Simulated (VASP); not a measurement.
A run of VASP 6.6.1:

The input INCAR:

```
SYSTEM = Bi
PREC = Accurate
ENCUT = 520
EDIFF = 1E-6
ISMEAR = -1
SIGMA = 0.1
LREAL = .False.
LASPH = .True.
NELM = 100
ALGO = Normal
ISIF = 2
LWAVE = .False.
LCHARG = .True.
GGA = RE
LELF = .True.
LVHAR = .True.
NBANDS = 22
```

The input KPOINTS:

```
regular mesh
0
Gamma
  9 9 9
  0 0 0
```

The input POSCAR:

```
Bi
1.0
    0.0000000000      3.6279077382      3.6279077382
    3.6279077382      0.0000000000      3.6279077382
    3.6279077382      3.6279077382      0.0000000000
Bi
2
Direct
    0.1250000000      0.1250000000      0.1250000000
    0.8750000000      0.8750000000      0.8750000000
```

Potentials or basis: VASP PAW PBE potentials, release 64 (Bi_d).

Run with:

```console
$ cat potpaw_PBE.64/Bi_d/POTCAR > POTCAR
$ mpirun -np 1 vasp_std > vasp.out
```

Hardware: 1 thread of Intel Xeon 8259CL, on a shared host.

How long does it take, and how much memory?

Wall time 120 s on 1 thread of Intel Xeon 8259CL, with other jobs on the host, peak memory 0.26 GiB. Counts: scf iterations 12, k points 35.
